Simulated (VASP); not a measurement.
The system is I.

```
I
1.0
     3.57945   -2.34575    0.00000
     3.57945    2.34575    0.00000
     0.00000    0.00000    9.80140
I
4
Cartesian
  3.5795 -1.6233 1.1509
  3.5795 -0.7225 6.0516
  3.5795 1.6233 8.6505
  3.5795 0.7225 3.7498
```

- Program: VASP 6.6.1
- Task: relaxation of cell and atoms
- Functional: LDA
- Potentials or basis: VASP PAW LDA potentials, release 64 (I)
- Cutoff: 600 eV
- k mesh: 5 × 5 × 2
- Occupations: fermi-dirac, width 0.05 eV
- Spin: no spin polarisation

At the start: pressure -1.2 GPa; volume 41.15 Å³/atom.

Question: How do energy, volume and symmetry change on relaxing?

Answer: Over 22 steps the energy falls by 47.8 meV/atom and the volume is 36.98 Å³/atom (-10.1 %); space group Cmce (No. 64, to 0.1 Å) before and after.

Step by step:
```
step  energy change (eV)  largest force (eV/Å)  pressure (GPa)  volume (Å³)
   1              0.0000                0.4429           -1.22       164.59
   2             -0.0833                0.5384           -0.28       157.23
   3             -0.1111                0.6038            0.92       150.60
   4             -0.1498                0.3043            0.61       148.92
   5             -0.1611                0.1886            0.45       147.22
   6             -0.1612                0.1845            0.48       147.32
   7             -0.1676                0.1425            0.07       148.60
   8             -0.1692                0.1099           -0.26       149.72
   9             -0.1727                0.0920           -0.21       149.61
  10             -0.1791                0.1261           -0.06       149.25
  11             -0.1798                0.1725            0.02       149.08
  12             -0.1840                0.1307           -0.08       149.02
  13             -0.1882                0.0587           -0.30       148.87
  14             -0.1905                0.0564            0.18       147.15
  15             -0.1907                0.0567            0.06       147.55
  16             -0.1912                0.0148            0.01       147.64
  17             -0.1912                0.0069           -0.01       147.66
  18             -0.1913                0.0019            0.03       147.64
  19             -0.1913                0.0009            0.04       147.63
  20             -0.1914                0.0042            0.02       147.77
  21             -0.1913                0.0153           -0.05       148.11
  22             -0.1914                0.0096           -0.02       147.94
```

Final structure:
```
I
1.0
     3.59192   -2.13448    0.00000
     3.59192    2.13448    0.00000
     0.00000    0.00000    9.64789
I
4
Direct
  0.82574 0.17426 0.12321
  0.67426 0.32574 0.62321
  0.17426 0.82574 0.87679
  0.32574 0.67426 0.37679
```
